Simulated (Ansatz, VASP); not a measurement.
**Co in VASP and in Ansatz**

Contents of INCAR:

```
SYSTEM = Co
PREC = Accurate
ENCUT = 520
EDIFF = 1E-6
ISMEAR = -1
SIGMA = 0.05
LREAL = .FALSE.
LASPH = .TRUE.
NELM = 150
ALGO = Normal
ISIF = 2
LWAVE = .FALSE.
LCHARG = .TRUE.
ISPIN = 2
MAGMOM = 1.683
LORBIT = 11
LMAXMIX = 4
GGA = CA
LELF = .TRUE.
LVHAR = .TRUE.
NBANDS = 14
```

Contents of KPOINTS:

```
regular mesh
0
G
  18 18 18
  0 0 0
```

Contents of POSCAR:

```
Co
1.0
   -1.3845095608      1.3845095608      1.3845095608
    1.3845095608     -1.3845095608      1.3845095608
    1.3845095608      1.3845095608     -1.3845095608
Co
1
Direct
    0.0000000000      0.0000000000      0.0000000000
```

Input for Ansatz:

```yaml
crystal:
  lattice:
    - [-1.3845095608, 1.3845095608, 1.3845095608]
    - [1.3845095608, -1.3845095608, 1.3845095608]
    - [1.3845095608, 1.3845095608, -1.3845095608]
  atoms:
    - { symbol: Co, position: [0.0, 0.0, 0.0], spin: 1.683 }
hamiltonian:
  xc: lda
  pseudopotentials:
    kind: paw
    azcp:
      Co: "pseudopotentials/Co.paw.azcp"
basis:
  ecutwfc: 420
  fft_grid_basis: typed
kpoints:
  mp_grid: { grid: [18, 18, 18], shift: [0, 0, 0] }
magnetization:
  spin_polarized: true
scf:
  occupations: { method: fermi_dirac, width: 0.05 }
  lower_state_search: "off"
output:
  stress: true
```

Alike in both runs: task single point; functional LDA; k mesh 18 × 18 × 18; occupations fermi-dirac, width 0.05 eV; collinear spin.

```csv
,VASP,Ansatz
version,VASP 6.6.1,Ansatz 0.2.0
potentials or method,"VASP PAW LDA potentials, release 64 (Co), cutoff 520 eV","plane waves (420 eV) with PAW, scalar-relativistic"
valence electrons in the cell,9,17
```

Ansatz gave:

```
pressure (GPa)                                                : -9.4
net moment per atom (μB)                                      : 1.68
size of the moment on the site where the two differ most (μB) : 1.71
```

What did VASP give for the same quantities?

Pressure (GPa): -10.3; net moment per atom (μB): 1.65; size of the moment on the site where the two differ most (μB): 1.65.

Ansatz warns that its potentials were made for another functional, while VASP's fit it. LDA's correlation is that of Perdew and Zunger in VASP and of Perdew and Wang (1992) in Ansatz. Site moments also hang on the region over which each program counts them. VASP's potentials hold 9 valence electrons a cell and Ansatz's 17, so a difference there can come from the potentials and not from the codes.
